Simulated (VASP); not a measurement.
Input of a VASP 6.6.1 run:

File INCAR:

```
SYSTEM = Ta
ALGO     = Normal         ! electronic algorithm
EDIFF    = 1E-6           ! SCF threshold, eV
ENCUT    = 500            ! plane-wave cutoff, eV
GGA      = PE             ! functional
GGA_COMPAT= .False.      
ISIF     = 2              ! what is computed and relaxed
ISMEAR   = 1              ! smearing method
IVDW     = 12             ! dispersion correction
LASPH    = .True.         ! aspherical terms in the spheres
LCHARG   = .False.        ! write CHGCAR
LREAL    = .False.        ! projectors in reciprocal space
LWAVE    = .False.        ! write WAVECAR
NBANDS   = 12             ! bands
NELM     = 120            ! most SCF steps
PREC     = Accurate       ! precision mode
SIGMA    = 0.1            ! smearing width, eV
```

KPOINTS

```
Automatic mesh
0
Gamma
  8 8 8
  0.5 0.5 0.5
```

File POSCAR:

```
Ta
1.0
   -1.6383201009      1.6383201009      1.6383201009
    1.6383201009     -1.6383201009      1.6383201009
    1.6383201009      1.6383201009     -1.6383201009
Ta
1
Direct
    0.0000000000      0.0000000000      0.0000000000
```

Potentials or basis: VASP PAW PBE potentials, release 64 (Ta_pv).

Run with:

```sh
$ cat potpaw_PBE.64/Ta_pv/POTCAR > POTCAR
$ mpirun -np 1 vasp_std > vasp.out
```

Predict the pressure.

3.8 GPa.

Predict the dispersion energy per atom.

-0.679 eV.

Caveat: three body term missing; pairwise dispersion overbinds metals, which lowers pressure and volume.
